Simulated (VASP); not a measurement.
The system is Sn.

```
Sn
1.0
     0.00000    3.21164    3.21164
     3.21164    0.00000    3.21164
     3.21164    3.21164    0.00000
Sn
2
Direct
  0.75000 0.75000 0.75000
  0.50000 0.50000 0.50000
```

This cell differs from its parent crystal: volume scaled by 0.98.

Base run:

```yaml
Program: VASP 6.6.1
Functional: PBEsol
Potentials_or_basis: VASP PAW PBE potentials, release 64 (Sn_d)
Cutoff: 520 eV
k_mesh: 7 × 7 × 7
Occupations: fermi-dirac, width 0.05 eV
Spin: no spin polarisation
```

Its results: band gap on the k mesh zero (band 14 reaches 5.91 eV, above the bottom of band 15 at 5.86 eV); pressure 2.5 GPa.

Question: The run is repeated on the same cell with these changes: functional from PBEsol to BLYP. What comes out?

Answer: Band gap on the k mesh zero (band 14 reaches 6.51 eV, above the bottom of band 15 at 6.49 eV); pressure 7.7 GPa.

BLYP binds less tightly than PBEsol, so the same cell stands under more pressure.

Caveats: the PAW data sets were made with another functional, which shifts forces and pressure a little; spin-orbit coupling is left out, which moves the levels of the heavy elements.
